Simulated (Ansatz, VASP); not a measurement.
# Two plane-wave programs on HfO2

INCAR

```
SYSTEM = HfO2
PREC     = Accurate       ! precision mode
ENCUT    = 520            ! plane-wave cutoff, eV
EDIFF    = 1E-7           ! SCF threshold, eV
ISMEAR   = 0              ! smearing method
SIGMA    = 0.01           ! smearing width, eV
LREAL    = .False.        ! projectors in reciprocal space
LASPH    = .True.         ! aspherical terms in the spheres
NELM     = 60             ! most SCF steps
ALGO     = Normal         ! electronic algorithm
ISIF     = 2              ! what is computed and relaxed
LWAVE    = .False.        ! write WAVECAR
LCHARG   = .False.        ! write CHGCAR
GGA      = PE             ! functional
IVDW     = 13             ! dispersion correction
NBANDS   = 18             ! bands
```

Contents of KPOINTS:

```
Automatic mesh
0
Gamma
  6 6 6
  0 0 0
```

POSCAR

```
HfO2
1.0
    0.0000000000      2.6021815003      2.6021815003
    2.6021815003      0.0000000000      2.6021815003
    2.6021815003      2.6021815003      0.0000000000
Hf O
1 2
Direct
    0.0000000000      0.0000000000      0.0000000000
    0.2500000000      0.2500000000      0.2500000000
    0.7500000000      0.7500000000      0.7500000000
```

Input for Ansatz:

```yaml
crystal:
  lattice:
    - [0.0, 2.602181500331978, 2.602181500331978]
    - [2.602181500331978, 0.0, 2.602181500331978]
    - [2.602181500331978, 2.602181500331978, 0.0]
  atoms:
    - { symbol: Hf, position: [0.0, 0.0, 0.0] }
    - { symbol: O, position: [0.25, 0.25, 0.25] }
    - { symbol: O, position: [0.75, 0.75, 0.75] }
basis:
  ecutwfc: 550.0
kpoints:
  mp_grid:
    grid: [6, 6, 6]
hamiltonian:
  xc: pbe
  dispersion: d4
scf:
  occupations:
    method: fixed
output:
  stress: true
```

Alike in both runs: task single point; functional PBE; dispersion D4; k mesh 6 × 6 × 6; no spin polarisation.

|  | VASP | Ansatz |
| --- | --- | --- |
| version | VASP 6.6.1 | Ansatz 0.2.0 |
| potentials or method | VASP PAW PBE potentials, release 64 (Hf_pv, O), cutoff 520 eV | plane waves, PAW |
| occupations | gaussian, width 0.01 eV | fixed |
| valence electrons in the cell | 22 | 38 |

|  | VASP | Ansatz | Ansatz less VASP |
| --- | --- | --- | --- |
| pressure (GPa) | -19.3 | -16.3 | +3.01 |

VASP's potentials hold 22 valence electrons a cell and Ansatz's 38, so a difference there can come from the potentials and not from the codes.

Spin-orbit coupling is off throughout.
